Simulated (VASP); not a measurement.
Set up this calculation in VASP 6.6.1, as the native input.

- Task: single point
- Functional: PBE
- Potentials or basis: VASP PAW PBE potentials, release 64 (Dy_3, B), 4f in core
- Cutoff: 500 eV
- k mesh: 4 × 4 × 2
- Occupations: gaussian, width 0.1 eV
- Spin: no spin polarisation
- Dipole correction: no
- Mended: yes
- Further INCAR settings: ALGO = Normal; EDIFF = 1e-06; NBANDS = 30

The structure of Dy2B lies in POSCAR:

```
Dy2B
1.0
    3.7987205300      0.0000000000      0.0000000000
    0.0000000000      3.7987205300      0.0000000000
    0.0000000000      0.0000000000      7.5941009300
Dy B
4 2
Direct
    0.0000000000      0.5000000000      0.3727150000
    0.5000000000      0.0000000000      0.6272850000
    0.0000000000      0.0000000000      0.0000000000
    0.5000000000      0.5000000000      0.0000000000
    0.0000000000      0.5000000000      0.7290390100
    0.5000000000      0.0000000000      0.2709609900
```

The cell was built from a structure type or drawn by symmetry, and may not be a known phase.

These files were run (other wordings do the same):

INCAR

```
SYSTEM = Dy2B
PREC = Accurate
ENCUT = 500
EDIFF = 1E-6
ISMEAR = 0
SIGMA = 0.1
LREAL = .False.
LASPH = .True.
NELM = 200
ALGO = Normal
ISIF = 2
LWAVE = .False.
LCHARG = .True.
GGA = PE
LELF = .True.
LVHAR = .True.
NBANDS = 30
GGA_COMPAT = .False.
LMAXMIX = 6
```

KPOINTS

```
regular mesh
0
Gamma
  4 4 2
  0 0 0
```

Potentials or basis: VASP PAW PBE potentials, release 64 (Dy_3, B), 4f in core.

Run with:

```console
$ cat potpaw_PBE.64/Dy_3/POTCAR potpaw_PBE.64/B/POTCAR > POTCAR
$ mpirun -np 1 vasp_std > vasp.out
```

It gave:

```json
{"Pressure": "11.2 GPa", "Largest force": "0.197 eV/Å", "Band gap on the k mesh": "zero (bands 21 and 22 overlap by 0.49 eV)"}
```

Caveat: the k points lie up to 0.41 Å⁻¹ apart; spin-orbit coupling is left out, which moves the levels of the heavy elements; the 4f electrons are frozen in the core, so they carry no moment and show no levels.

It took 32 s on 1 thread of Intel(R) Xeon(R) Platinum 8559C (Emerald Rapids), with other jobs on the host, peak memory 0.2 GiB.
